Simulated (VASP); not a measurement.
# CsCu2 (Fm-3m) in VASP: further runs

The runs below take CsCu2 through single point, with PBE.

Everything below comes from runs of VASP 6.6.1. Logs are shortened: lines on timing, memory, paths and dates and some standing lists are left out, and cuts for length are marked.

### Step 1. The cell of the first run

The structure is cubic, space group Fm-3m (No. 225). Conventional cell: a = 8.036 Å, b = 8.036 Å, c = 8.036 Å, α = 90.00°, β = 90.00°, γ = 90.00°. Cs (site symmetry m-3m) has 8 Cu at 3.48 Å within 4.6 Å. Cu (site symmetry -43m) has 4 Cs at 3.48 Å and 6 Cu at 4.02 Å within 4.6 Å.

### Step 2. Single point, PBE

INCAR

```
ALGO     = Fast           # electronic algorithm
EDIFF    = 1E-6           # SCF threshold, eV
ENCUT    = 520            # plane-wave cutoff, eV
GGA      = PE             # functional
ISIF     = 2              # what is computed and relaxed
ISMEAR   = 0              # smearing method
LASPH    = T              # aspherical terms in the spheres
LCHARG   = F              # write CHGCAR
LREAL    = F              # projectors in reciprocal space
LWAVE    = F              # write WAVECAR
NBANDS   = 22             # bands
NELM     = 100            # most SCF steps
PREC     = Accurate       # precision mode
SIGMA    = 0.1            # smearing width, eV
```

KPOINTS

```
k-points
0
Gamma
  4 4 4
```

POSCAR

```
CsCu2
1.0
    0.0000000000      4.0180940611      4.0180940611
    4.0180940611      0.0000000000      4.0180940611
    4.0180940611      4.0180940611      0.0000000000
Cs Cu
1 2
Direct
    0.0000000000      0.0000000000      0.0000000000
    0.2500000000      0.2500000000      0.2500000000
    0.7500000000      0.7500000000      0.7500000000
```

Potentials or basis: VASP PAW PBE potentials, release 64 (Cs_sv, Cu).

Run with:

```console
$ cat potpaw_PBE.64/Cs_sv/POTCAR potpaw_PBE.64/Cu/POTCAR > POTCAR
$ mpirun -np 1 vasp_std > vasp.out
```

OUTCAR:

```text
EDIFF = 1E-6
   ENCUT = 520
   GGA = PE
   ISIF = 2
   ISMEAR = 0
   LASPH = T
   LREAL = F
   NELM = 100
   PREC = Accurate

 ion  position               nearest neighbor table
   1  0.000  0.000  0.000-
   2  0.250  0.250  0.250-
   3  0.750  0.750  0.750-

  LATTYP: Found a face centered cubic cell.
 ALAT       =     8.0361881222

  Lattice vectors:

 A1 = (   0.0000000000,   4.0180940611,   4.0180940611)
 A2 = (   4.0180940611,   0.0000000000,   4.0180940611)
 A3 = (   4.0180940611,   4.0180940611,   0.0000000000)

Analysis of symmetry for initial positions (statically):
=====================================================================
 Subroutine PRICEL returns:
 Original cell was already a primitive cell.

 Routine SETGRP: Setting up the symmetry group for a
 face centered cubic supercell.

 Subroutine GETGRP returns: Found 48 space group operations
 (whereof 48 operations were pure point group operations)
 out of a pool of 48 trial point group operations.

The static configuration has the point symmetry O_h .

Analysis of symmetry for dynamics (positions and initial velocities):
=====================================================================
 Subroutine PRICEL returns:
 Original cell was already a primitive cell.

 Routine SETGRP: Setting up the symmetry group for a
 face centered cubic supercell.

 Subroutine GETGRP returns: Found 48 space group operations
 (whereof 48 operations were pure point group operations)
 out of a pool of 48 trial point group operations.

The dynamic configuration has the point symmetry O_h .

 Subroutine INISYM returns: Found 48 space group operations
 (whereof 48 operations are pure point group operations),
 and found     1 'primitive' translations

----------------------------------------------------------------------------------------

                                     Primitive cell

  volume of cell :     129.7449

  direct lattice vectors                    reciprocal lattice vectors
     0.000000000  4.018094061  4.018094061    -0.124437107  0.124437107  0.124437107
     4.018094061  0.000000000  4.018094061     0.124437107 -0.124437107  0.124437107
     4.018094061  4.018094061  0.000000000     0.124437107  0.124437107 -0.124437107

  length of vectors
     5.682443116  5.682443116  5.682443116     0.215531391  0.215531391  0.215531391

  position of ions in fractional coordinates (direct lattice)
     0.000000000  0.000000000  0.000000000
     0.250000000  0.250000000  0.250000000
     0.750000000  0.750000000  0.750000000

  ion indices of the primitive-cell ions
   primitive index   ion index
                 1           1
                 2           2
                 3           3

----------------------------------------------------------------------------------------

 KPOINTS: k-points

Automatic generation of k-mesh.
 Grid dimensions read from file:
 generate k-points for:    4    4    4

 Generating k-lattice:

  Cartesian coordinates                     Fractional coordinates (reciprocal lattice)
    -0.031109277  0.031109277  0.031109277     0.250000000  0.000000000  0.000000000
     0.031109277 -0.031109277  0.031109277     0.000000000  0.250000000  0.000000000
     0.031109277  0.031109277 -0.031109277     0.000000000  0.000000000  0.250000000

  Length of vectors
     0.053882848  0.053882848  0.053882848

  Shift w.r.t. Gamma in fractional coordinates (k-lattice)
     0.000000000  0.000000000  0.000000000

 Subroutine IBZKPT returns following result:
 ===========================================

 Found      8 irreducible k-points:

 Following reciprocal coordinates:
            Coordinates               Weight
  0.000000  0.000000  0.000000      1.000000
  0.250000  0.000000  0.000000      8.000000
  0.500000  0.000000  0.000000      4.000000
  0.250000  0.250000  0.000000      6.000000
  0.500000  0.250000  0.000000     24.000000
 -0.250000  0.250000  0.000000     12.000000
  0.500000  0.500000  0.000000      3.000000
 -0.250000  0.500000  0.250000      6.000000
   k-points           NKPTS =      8   k-points in BZ     NKDIM =      8   number of bands    NBANDS=     22
   number of dos      NEDOS =    301   number of ions     NIONS =      3
   total plane-waves  NPLWV =  74088
   dimension x,y,z NGX =    42 NGY =   42 NGZ =   42
   dimension x,y,z NGXF=    84 NGYF=   84 NGZF=   84
   ions per type =               1   2
   NGX,Y,Z   is equivalent  to a cutoff of  12.29, 12.29, 12.29 a.u.
   NGXF,Y,Z  is equivalent  to a cutoff of  24.58, 24.58, 24.58 a.u.
 SYSTEM =  unknown system
   PREC   = accura    normal or accurate (medium, high low for compatibility)
   ISTART =      0    job   : 0-new  1-cont  2-samecut
   ICHARG =      2    charge: 1-file 2-atom 10-const
   ISPIN  =      1    spin polarized calculation?
   LNONCOLLINEAR =      F non collinear calculations
   LSORBIT =      F    spin-orbit coupling
   LASPH  =      T    aspherical Exc in radial PAW
   ENCUT  =  520.0 eV  38.22 Ry    6.18 a.u.  10.57 10.57 10.57*2*pi/ulx,y,z
   NELM   =    100;   NELMIN=  2; NELMDL= -5     # of ELM steps
   EDIFF  = 0.1E-05   stopping-criterion for ELM
   LREAL  =      F    real-space projection
   EDIFFG = 0.1E-04   stopping-criterion for IOM
   NSW    =      0    number of steps for IOM
   IBRION =     -1    ionic relax: 0-MD 1-quasi-New 2-CG
   NFREE  =      0    steps in history (QN), initial steepest desc. (CG)
   ISIF   =      2    stress and relaxation
   ISYM   =      2    0-nonsym 1-usesym 2-fastsym
   POTIM  = 0.5000    time-step for ionic-motion
   TEBEG  =    0.0;   TEEND  =   0.0 temperature during run
   PSTRESS=    0.0 pullay stress
   NELECT =      31.0000    total number of electrons
   NUPDOWN=      -1.0000    fix difference up-down
   EMIN   =  10.00;   EMAX   =-10.00  energy-range for DOS
   EFERMI =   0.00;   METHOD = LEGACY
   ISMEAR =     0;   SIGMA  =   0.10  broadening in eV -4-tet -1-fermi 0-gaus
   EFERMI_NEDOS =   21; number of points for ismear=-14 and -15
   IALGO  =     68    algorithm
   IMIX   =      4    mixing-type and parameters
     AMIX     =   0.40;   BMIX     =  1.00
     AMIX_MAG =   1.60;   BMIX_MAG =  1.00
  volume/ion in A,a.u.               =      43.25       291.85
  Fermi-wavevector in a.u.,A,eV,Ry     =   1.015856  1.919689 14.040703  1.031963
  Thomas-Fermi vector in A             =   2.149166
   LORBIT       =      0    0 simple, 1 ext, 2 COOP (PROOUT), +10 PAW based schemes
   GGA     = PE    functional components
   LHFCALC =     F    Hartree Fock is set to
   AEXX    =    0.0000 exact exchange contribution
   IVDW    =     0    specifies the selected vdW correction
   LEPSILON=     F    determine dielectric tensor
   LRPA    =     F    only Hartree local field effects (RPA)
 non-spin polarized calculation
 RMM-DIIS sequential band-by-band and
 Gauss-broadening in eV      SIGMA  =   0.10
  energy-cutoff  :      520.00
  volume of cell :      129.74
 maximum number of plane-waves:      3512
   NGX = 21   NGY = 21   NGZ = 21

 number of electron      31.0000000 magnetization

 Free energy of the ion-electron system (eV)
  ---------------------------------------------------
  ext. energy  EPLUGINS =         0.00000000
  ---------------------------------------------------
  free energy    TOTEN  =        -4.48658824 eV

  energy without entropy =       -4.45247482  energy(sigma->0) =       -4.46953153

 E-fermi :  -0.0727     XC(G=0):  -7.1695

 val. band max:       -0.0731321055   @ k =   0.5000   0.5000   0.0000
 cond. band min:      -0.0361191921   @ k =  -0.2500   0.2500   0.0000
 fundamental gap:      0.0370129134
 Fermi energy:        -0.0726804721

 k-point     1 :       0.0000    0.0000    0.0000
  band No.  band energies     occupation
      1     -21.4021      2.00000
      2      -8.2783      2.00000
      3      -8.2783      2.00000
      4      -8.2783      2.00000
      5      -2.4157      2.00000
      6      -1.1936      2.00000
[... 14 lines left out ...]
     21       5.4178      0.00000
     22       6.2642      0.00000

 k-point     2 :       0.2500    0.0000    0.0000
  band No.  band energies     occupation
      1     -21.3995      2.00000
      2      -8.3646      2.00000
      3      -8.2878      2.00000
      4      -8.2878      2.00000
      5      -1.8946      2.00000
      6      -1.1514      2.00000
[... 14 lines left out ...]
     21       4.6465      0.00000
     22       5.4945      0.00000

 k-point     3 :       0.5000    0.0000    0.0000
  band No.  band energies     occupation
      1     -21.3969      2.00000
      2      -8.4450      2.00000
      3      -8.2972      2.00000
      4      -8.2972      2.00000
      5      -1.1831      2.00000
      6      -1.0605      2.00000
[... 14 lines left out ...]
     21       5.0110      0.00000
     22       5.0110      0.00000

 k-point     4 :       0.2500    0.2500    0.0000
  band No.  band energies     occupation
      1     -21.3986      2.00000
      2      -8.3688      2.00000
      3      -8.3028      2.00000
      4      -8.3028      2.00000
      5      -1.6965      2.00000
      6      -1.1689      2.00000
[... 14 lines left out ...]
     21       5.7107      0.00000
     22       6.6385      0.00000

 k-point     5 :       0.5000    0.2500    0.0000
  band No.  band energies     occupation
      1     -21.3960      2.00000
      2      -8.4203      2.00000
      3      -8.3413      2.00000
      4      -8.3122      2.00000
      5      -1.1992      2.00000
      6      -1.1519      2.00000
[... 14 lines left out ...]
     21       5.2944      0.00000
     22       6.0717      0.00000

 k-point     6 :      -0.2500    0.2500    0.0000
  band No.  band energies     occupation
      1     -21.3969      2.00000
      2      -8.3977      2.00000
      3      -8.3464      2.00000
      4      -8.2973      2.00000
      5      -1.3261      2.00000
      6      -1.1074      2.00000
[... 14 lines left out ...]
     21       5.4765      0.00000
     22       5.9382      0.00000

 k-point     7 :       0.5000    0.5000    0.0000
  band No.  band energies     occupation
      1     -21.3951      2.00000
      2      -8.4502      2.00000
      3      -8.3270      2.00000
      4      -8.3270      2.00000
      5      -1.2768      2.00000
      6      -1.1487      2.00000
[... 14 lines left out ...]
     21       5.3056      0.00000
     22       5.3991      0.00000

 k-point     8 :      -0.2500    0.5000    0.2500
  band No.  band energies     occupation
      1     -21.3951      2.00000
      2      -8.3894      2.00000
      3      -8.3894      2.00000
      4      -8.3282      2.00000
      5      -1.2107      2.00000
      6      -1.2107      2.00000
[... 14 lines left out ...]
     21       5.3888      0.00000
     22       5.9482      0.00000

------------------------ aborting loop because EDIFF is reached ----------------------------------------

  FORCE on cell =-STRESS in cart. coord.  units (eV):
  Direction    XX          YY          ZZ          XY          YZ          ZX
  --------------------------------------------------------------------------------------
  -------------------------------------------------------------------------------------
  Total        0.1170533      0.1170533      0.1170533     -0.0000000      0.0000000     -0.0000000
  in kB        1.4454532      1.4454532      1.4454532     -0.0000000      0.0000000     -0.0000000
  external PRESSURE =       1.4454532 kB  Pullay stress =       0.0000000 kB

 VOLUME and BASIS-vectors are now :
 -----------------------------------------------------------------------------
  energy-cutoff  :      520.00
  volume of cell :      129.74
      direct lattice vectors                 reciprocal lattice vectors
     0.000000000  4.018094061  4.018094061    -0.124437107  0.124437107  0.124437107
     4.018094061  0.000000000  4.018094061     0.124437107 -0.124437107  0.124437107
     4.018094061  4.018094061  0.000000000     0.124437107  0.124437107 -0.124437107

 POSITION                                       TOTAL-FORCE (eV/Angst)
 -----------------------------------------------------------------------------------
      0.00000      0.00000      0.00000        -0.000000     -0.000000     -0.000000
      2.00905      2.00905      2.00905         0.000000      0.000000      0.000000
      6.02714      6.02714      6.02714        -0.000000     -0.000000     -0.000000
 -----------------------------------------------------------------------------------
    total drift:                               -0.000000     -0.000000      0.000000

  FREE ENERGIE OF THE ION-ELECTRON SYSTEM (eV)
  ---------------------------------------------------
  free  energy   TOTEN  =        -4.4865882407 eV

  energy  without entropy=       -4.4524748185  energy(sigma->0) =       -4.46953153
```

Run time: 57 s. Hardware: 1 thread of Intel Xeon 8259CL, shared host; peak memory 0.26 GiB.

What came out:

| Item | Value |
| --- | --- |
| Free energy | -4.4866 eV |
| Pressure | 0.1 GPa |
| Band gap on the k mesh | zero (an odd number of electrons rules out a gap without spin polarisation) |

Caveat: spin-orbit coupling is left out, which moves the levels of the heavy elements.

[end of part 1 of 2]

The gap in the log of VASP goes by the Fermi energy; the results here count the filled bands.